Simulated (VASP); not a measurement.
# TiB17N18 (a cell with a defect) (Ti_B) in VASP: a series of runs

The runs below take TiB17N18 (a cell with a defect) (Ti_B) through single point, with LDA, PBE.

Program: VASP 6.6.1. These are calculated values, not measurements. Logs are shortened: lines on timing, memory, paths and dates and some standing lists are left out, and cuts for length are marked.

## (1) The cell of the first run

The cell holds a defect, 36 atoms: a = 7.465 Å, b = 7.465 Å, c = 6.495 Å, α = 90.00°, β = 90.00°, γ = 120.00°.

## (2) Single point, LDA, collinear spin

INCAR reads:

```
PREC = Accurate
ENCUT = 520
EDIFF = 1E-6
ISMEAR = -1
SIGMA = 0.01
LREAL = Auto
LASPH = T
NELM = 200
ALGO = Normal
ISIF = 2
LWAVE = F
LCHARG = F
ISPIN = 2
MAGMOM = 0 0.01 0.01 0.01 0.01 0 0.04 0.01 0.03 0.01 0.01 0.01 0.01 0.03 0 0.01 0.01 0 0.01 0 0.01 0 0.01 0.01 0.02 -0.01 0 0 0.01 0 0 0.01 0.01 0 0 0.7
LORBIT = 11
NUPDOWN = 2.0
LMAXMIX = 4
GGA = CA
NBANDS = 104
NELECT = 154.0
GGA_COMPAT = F
```

KPOINTS reads:

```
Automatic mesh
0
Gamma
  1 1 1
  0.25 0.25 0.25
```

POSCAR reads:

```
TiB17N18
1.0
    7.4650312844      0.0000000000      0.0000000000
   -3.7325156422      6.4649067324      0.0000000000
    0.0000000000      0.0000000000      6.4954828762
B N Ti
17 18 1
Direct
    0.1302213565      0.1983485662      0.2454034702
    0.2010499991      0.1326298453      0.7739872134
    0.1307112230      0.5317261969      0.2491192931
    0.2033396637      0.4704907860      0.7353533929
    0.1303789563      0.8655612780      0.2609671189
    0.2012000425      0.8000657783      0.7759559551
    0.4638931667      0.1978286242      0.2670416848
    0.5300936364      0.1294632987      0.7888190167
    0.4634515053      0.5329460465      0.2384494380
    0.4644428628      0.8653850406      0.2485001667
    0.5304572546      0.7979377248      0.7326685108
    0.7975458880      0.1981010302      0.2485126851
    0.8672971493      0.1336816882      0.7476878591
    0.7984417051      0.5322380881      0.2581369388
    0.8721274691      0.4703246314      0.7801772755
    0.7973154370      0.8655894070      0.2429129888
    0.8685687040      0.8003726417      0.7640276747
    0.0902978013      0.2449069121      0.7441646350
    0.2398846806      0.0876505388      0.2619465464
    0.0933063348      0.5778084674      0.7762027886
    0.2400498782      0.4206150028      0.2364114899
    0.0901152802      0.9110548837      0.7715815809
    0.2412759852      0.7547141969      0.2576840365
    0.4162207312      0.2332570620      0.8043516779
    0.5758242213      0.0872875368      0.2556394666
    0.4145695610      0.5857746233      0.6802423806
    0.5746642341      0.4217453851      0.2446904372
    0.4234313243      0.9080563117      0.7763160759
    0.5753636005      0.7560296000      0.2336645094
    0.7554455116      0.2450506094      0.7656093252
    0.9080864155      0.0878763199      0.2414946335
    0.7689810842      0.5842405360      0.7817496926
    0.9085724624      0.4204600902      0.2555051395
    0.7562671821      0.9109700878      0.7396793479
    0.9079688848      0.7553436665      0.2574082261
    0.5495675122      0.4349971020      0.5874051474
```

Potentials or basis: VASP PAW LDA potentials, release 64 (B, N, Ti_sv).

Launch:

```
cat potpaw_LDA.64/B/POTCAR potpaw_LDA.64/N/POTCAR potpaw_LDA.64/Ti_sv/POTCAR > POTCAR
mpirun -np 1 vasp_std > vasp.out
```

OUTCAR:

```text
PREC = Accurate
   ENCUT = 520
   EDIFF = 1E-6
   ISMEAR = -1
   LREAL = Auto
   LASPH = T
   NELM = 200
   ISIF = 2
   ISPIN = 2
   LORBIT = 11
   NUPDOWN = 2.0
   GGA = CA
   NELECT = 154.0

 ion  position               nearest neighbor table
   1  0.130  0.198  0.245-  19 1.43  31 1.44  21 1.44
   2  0.201  0.133  0.774-  24 1.41  22 1.43  18 1.45
   3  0.131  0.532  0.249-  21 1.43  33 1.44  23 1.44
   4  0.203  0.470  0.735-  26 1.41  20 1.43  18 1.46
   5  0.130  0.866  0.261-  23 1.43  19 1.44  35 1.44
   6  0.201  0.800  0.776-  22 1.44  28 1.44  20 1.44
[... 18 lines left out ...]
  25  0.576  0.087  0.256-  12 1.43  10 1.44   7 1.44
  26  0.415  0.586  0.680-   4 1.41  11 1.42  36 1.94
  27  0.575  0.422  0.245-   9 1.44  14 1.45   7 1.45  36 2.24
  28  0.423  0.908  0.776-  11 1.43   8 1.43   6 1.44
  29  0.575  0.756  0.234-  10 1.43  16 1.44   9 1.44
  30  0.755  0.245  0.766-  13 1.45  15 1.46   8 1.46
  31  0.908  0.088  0.241-  12 1.43   1 1.44  16 1.44
  32  0.769  0.584  0.782-  17 1.40  15 1.40  36 1.92
  33  0.909  0.420  0.256-  14 1.43   3 1.44  12 1.44
  34  0.756  0.911  0.740-  13 1.44  17 1.45  11 1.46
  35  0.908  0.755  0.257-  16 1.43   5 1.44  14 1.44
  36  0.550  0.435  0.587-  32 1.92  24 1.94  26 1.94  27 2.24

  LATTYP: Found a hexagonal cell.
 ALAT       =     7.4650312844
 C/A-ratio  =     0.8701213202

  Lattice vectors:

 A1 = (   7.4650312844,   0.0000000000,   0.0000000000)
 A2 = (  -3.7325156422,   6.4649067324,   0.0000000000)
 A3 = (   0.0000000000,   0.0000000000,   6.4954828762)

Analysis of symmetry for initial positions (statically):
=====================================================================
 Subroutine PRICEL returns:
 Original cell was already a primitive cell.

 Routine SETGRP: Setting up the symmetry group for a
 hexagonal supercell.

 Subroutine GETGRP returns: Found  1 space group operations
 (whereof  1 operations were pure point group operations)
 out of a pool of 24 trial point group operations.

The static configuration has the point symmetry C_1 .

Analysis of symmetry for dynamics (positions and initial velocities):
=====================================================================
 Subroutine PRICEL returns:
 Original cell was already a primitive cell.

 Routine SETGRP: Setting up the symmetry group for a
 hexagonal supercell.

 Subroutine GETGRP returns: Found  1 space group operations
 (whereof  1 operations were pure point group operations)
 out of a pool of 24 trial point group operations.

The dynamic configuration has the point symmetry C_1 .

Analysis of structural, dynamic, and magnetic symmetry:
=====================================================================
 Subroutine PRICEL returns:
 Original cell was already a primitive cell.

 Routine SETGRP: Setting up the symmetry group for a
 hexagonal supercell.

 Subroutine GETGRP returns: Found  1 space group operations
 (whereof  1 operations were pure point group operations)
 out of a pool of 24 trial point group operations.

The overall configuration has the point symmetry C_1 .

 Subroutine INISYM returns: Found  1 space group operations
 (whereof  1 operations are pure point group operations),
 and found     1 'primitive' translations

----------------------------------------------------------------------------------------

                                     Primitive cell

  volume of cell :     313.4768

  direct lattice vectors                    reciprocal lattice vectors
     7.465031284  0.000000000  0.000000000     0.133957911  0.077340636  0.000000000
    -3.732515642  6.464906732  0.000000000     0.000000000  0.154681273  0.000000000
     0.000000000  0.000000000  6.495482876     0.000000000  0.000000000  0.153953142

  length of vectors
[... 107 lines left out ...]
  0.250000  0.250000  0.250000      2.000000
 -0.250000  0.500000  0.250000      2.000000
  0.500000  0.250000  0.250000      2.000000
 -0.250000 -0.250000  0.250000      2.000000
  0.250000  0.500000  0.250000      2.000000
  0.500000 -0.250000  0.250000      2.000000
   k-points           NKPTS =      6   k-points in BZ     NKDIM =      6   number of bands    NBANDS=    104
   number of dos      NEDOS =    301   number of ions     NIONS =     36
   total plane-waves  NPLWV = 150528
   dimension x,y,z NGX =    56 NGY =   56 NGZ =   48
   dimension x,y,z NGXF=   112 NGYF=  112 NGZF=   96
   ions per type =              17  18   1
   NGX,Y,Z   is equivalent  to a cutoff of  12.47, 12.47, 12.29 a.u.
   NGXF,Y,Z  is equivalent  to a cutoff of  24.94, 24.94, 24.57 a.u.
 SYSTEM =  unknown system
   PREC   = accura    normal or accurate (medium, high low for compatibility)
   ISTART =      0    job   : 0-new  1-cont  2-samecut
   ICHARG =      2    charge: 1-file 2-atom 10-const
   ISPIN  =      2    spin polarized calculation?
   LNONCOLLINEAR =      F non collinear calculations
   LSORBIT =      F    spin-orbit coupling
   LASPH  =      T    aspherical Exc in radial PAW
   ENCUT  =  520.0 eV  38.22 Ry    6.18 a.u.  13.88 13.88 12.08*2*pi/ulx,y,z
   NELM   =    200;   NELMIN=  2; NELMDL= -5     # of ELM steps
   EDIFF  = 0.1E-05   stopping-criterion for ELM
   LREAL  =      T    real-space projection
   EDIFFG = 0.1E-04   stopping-criterion for IOM
   NSW    =      0    number of steps for IOM
   IBRION =     -1    ionic relax: 0-MD 1-quasi-New 2-CG
   NFREE  =      0    steps in history (QN), initial steepest desc. (CG)
   ISIF   =      2    stress and relaxation
   ISYM   =      2    0-nonsym 1-usesym 2-fastsym
   POTIM  = 0.5000    time-step for ionic-motion
   TEBEG  =    0.0;   TEEND  =   0.0 temperature during run
   PSTRESS=    0.0 pullay stress
   NELECT =     154.0000    total number of electrons
   NUPDOWN=       2.0000    fix difference up-down
   EMIN   =  10.00;   EMAX   =-10.00  energy-range for DOS
   EFERMI =   0.00;   METHOD = LEGACY
   ISMEAR =    -1;   SIGMA  =   0.01  broadening in eV -4-tet -1-fermi 0-gaus
   EFERMI_NEDOS =   21; number of points for ismear=-14 and -15
   IALGO  =     38    algorithm
   IMIX   =      4    mixing-type and parameters
     AMIX     =   0.40;   BMIX     =  1.00
     AMIX_MAG =   1.60;   BMIX_MAG =  1.00
  volume/ion in A,a.u.               =       8.71        58.76
  Fermi-wavevector in a.u.,A,eV,Ry     =   1.291754  2.441062 22.703083  1.668629
  Thomas-Fermi vector in A             =   2.423505
   LORBIT       =     11    0 simple, 1 ext, 2 COOP (PROOUT), +10 PAW based schemes
   GGA     = CA    functional components
   LHFCALC =     F    Hartree Fock is set to
   AEXX    =    0.0000 exact exchange contribution
   IVDW    =     0    specifies the selected vdW correction
   LEPSILON=     F    determine dielectric tensor
   LRPA    =     F    only Hartree local field effects (RPA)
 spin polarized calculation
  energy-cutoff  :      520.00
  volume of cell :      313.48
 maximum number of plane-waves:      8452
   NGX = 27   NGY = 27   NGZ = 25

 number of electron     153.9999995 magnetization       2.0000546

 Free energy of the ion-electron system (eV)
  ---------------------------------------------------
  ext. energy  EPLUGINS =         0.00000000
  ---------------------------------------------------
  free energy    TOTEN  =      -338.79105236 eV

  energy without entropy =     -338.79105235  energy(sigma->0) =     -338.79105236

 E-fermi :   3.3313     XC(G=0): -10.9426

 val. band max:        6.0646949506   @ k =  -0.2500  -0.2500   0.2500
 cond. band min:       6.1193054598   @ k =   0.2500   0.2500   0.2500
 fundamental gap:      0.0546105092
 Fermi energy:         6.2566314813

 spin component 1

 k-point     1 :       0.2500    0.2500    0.2500
  band No.  band energies     occupation
      1     -51.0202      1.00000
      2     -27.8615      1.00000
      3     -27.8473      1.00000
      4     -27.6964      1.00000
      5     -14.7200      1.00000
      6     -14.2473      1.00000
[... 541 lines left out ...]
     88       8.9470      0.00000
     89       9.2033      0.00000
 Fermi energy:         3.3313428862

 spin component 2

 k-point     1 :       0.2500    0.2500    0.2500
  band No.  band energies     occupation
      1     -50.2263      1.00000
      2     -27.1304      1.00000
      3     -27.0828      1.00000
      4     -26.8645      1.00000
      5     -14.6766      1.00000
      6     -14.2041      1.00000
[... 541 lines left out ...]
     88       9.1706      0.00000
     89       9.3332      0.00000
 [bands above 89 left out]

------------------------ aborting loop because EDIFF is reached ----------------------------------------

  FORCE on cell =-STRESS in cart. coord.  units (eV):
  Direction    XX          YY          ZZ          XY          YZ          ZX
  --------------------------------------------------------------------------------------
  -------------------------------------------------------------------------------------
  Total       18.3127848     19.2294171      8.0276681      0.7899887      0.1224095     -0.2836089
  in kB       93.5965057     98.2814065     41.0293517      4.0376262      0.6256343     -1.4495231
  external PRESSURE =      77.6357547 kB  Pullay stress =       0.0000000 kB

 VOLUME and BASIS-vectors are now :
 -----------------------------------------------------------------------------
  energy-cutoff  :      520.00
  volume of cell :      313.48
      direct lattice vectors                 reciprocal lattice vectors
     7.465031284  0.000000000  0.000000000     0.133957911  0.077340636  0.000000000
    -3.732515642  6.464906732  0.000000000     0.000000000  0.154681273  0.000000000
     0.000000000  0.000000000  6.495482876     0.000000000  0.000000000  0.153953142

 POSITION                                       TOTAL-FORCE (eV/Angst)
 -----------------------------------------------------------------------------------
      0.23177      1.28230      1.59401        -0.215565      0.123487     -0.023938
      1.00580      0.85744      5.02742        -0.011912     -0.042575      0.079717
     -1.00891      3.43756      1.61815        -0.175380      0.028551      0.005151
     -0.23818      3.04168      4.77648         0.170793     -0.085677     -0.074258
     -2.25744      5.59577      1.69511        -0.144983      0.057562     -0.004168
     -1.48429      5.17235      5.04021         0.162600     -0.092428      0.015801
[... 28 lines left out ...]
      3.95868      4.88323      1.67199         0.161736     -0.066871     -0.029990
      2.47891      2.81222      3.81548         0.182953      0.020279      0.511312
 -----------------------------------------------------------------------------------
    total drift:                                0.002732      0.008202      0.006120

  FREE ENERGIE OF THE ION-ELECTRON SYSTEM (eV)
  ---------------------------------------------------
  free  energy   TOTEN  =      -338.7910523554 eV

  energy  without entropy=     -338.7910523550  energy(sigma->0) =     -338.79105236

 total charge

# of ion       s       p       d       tot
------------------------------------------
    1        0.755   1.476   0.000   2.231
    2        0.758   1.492   0.000   2.250
    3        0.752   1.475   0.000   2.228
    4        0.755   1.477   0.000   2.232
    5        0.752   1.473   0.000   2.226
    6        0.756   1.475   0.000   2.230
[... 28 lines left out ...]
   35        1.220   2.782   0.000   4.001
   36        2.225   6.186   2.192  10.603
--------------------------------------------------
tot         37.016  81.163   2.192 120.371

 magnetization (x)

# of ion       s       p       d       tot
------------------------------------------
    1        0.000   0.007   0.000   0.007
    2        0.001   0.008   0.000   0.008
    3        0.000   0.017   0.000   0.017
    4        0.002   0.010   0.000   0.012
    5        0.000   0.011   0.000   0.012
    6        0.000   0.006   0.000   0.006
[... 28 lines left out ...]
   35        0.000   0.009   0.000   0.009
   36        0.007   0.019   0.883   0.910
--------------------------------------------------
tot          0.020   0.436   0.883   1.339
```

It took 6.5 min on 1 thread of AMD EPYC 9R45 (Zen 5), shared host; peak memory 0.46 GiB.

Results:

```
Free energy                                           : -338.7911 eV
Largest force                                         : 0.543 eV/Å
Net moment                                            : 2.00 μB per cell
Site moments                                          : B +0.01, +0.02, +0.07, +0.05; N +0.00, +0.01, -0.01, -0.00; Ti +0.91 μB
Valence electrons inside the program's atomic spheres : B 2.23, 2.25, 2.22, 2.24, 2.20, 2.26; N 3.98, 4.00, 4.01, 3.95, 3.94, 3.99, 3.96; Ti 10.60
```

Forces in eV/Å, atoms in the order of the input:
```
B   -0.216  0.123 -0.024
B   -0.012 -0.043  0.080
B   -0.175  0.029  0.005
B    0.171 -0.086 -0.074
B   -0.145  0.058 -0.004
B    0.163 -0.092  0.016
B   -0.108  0.053 -0.214
B    0.203 -0.104 -0.105
B   -0.173  0.054  0.030
B   -0.139  0.150  0.003
B    0.196 -0.091 -0.083
B   -0.185  0.124  0.004
B    0.160 -0.121  0.048
B   -0.187  0.052 -0.014
B    0.175 -0.115 -0.006
B   -0.184  0.132  0.000
B    0.076 -0.029  0.030
N   -0.089  0.003  0.060
N    0.221 -0.030  0.023
N   -0.224  0.087 -0.090
N    0.165 -0.088  0.052
N   -0.142  0.078  0.115
N    0.116 -0.047 -0.033
N   -0.085 -0.019 -0.500
N    0.092 -0.109  0.004
N   -0.057  0.023  0.171
N    0.129 -0.082  0.326
N   -0.204  0.151 -0.057
N    0.173 -0.098  0.074
N   -0.190  0.090  0.034
N    0.216 -0.148  0.024
N   -0.161  0.139 -0.376
N    0.203 -0.083 -0.076
N   -0.130  0.087  0.077
N    0.162 -0.067 -0.030
Ti   0.183  0.020  0.511
```

Caveat: the k points lie up to 0.97 Å⁻¹ apart; the cell carries a net charge on a neutralising background, which shifts energy and pressure; the cell is charged against a uniform background, so pressure and absolute levels hang on convention; the moment is held away from its start; the total moment is fixed, so each spin has its own Fermi level.

[end of part 1 of 2]
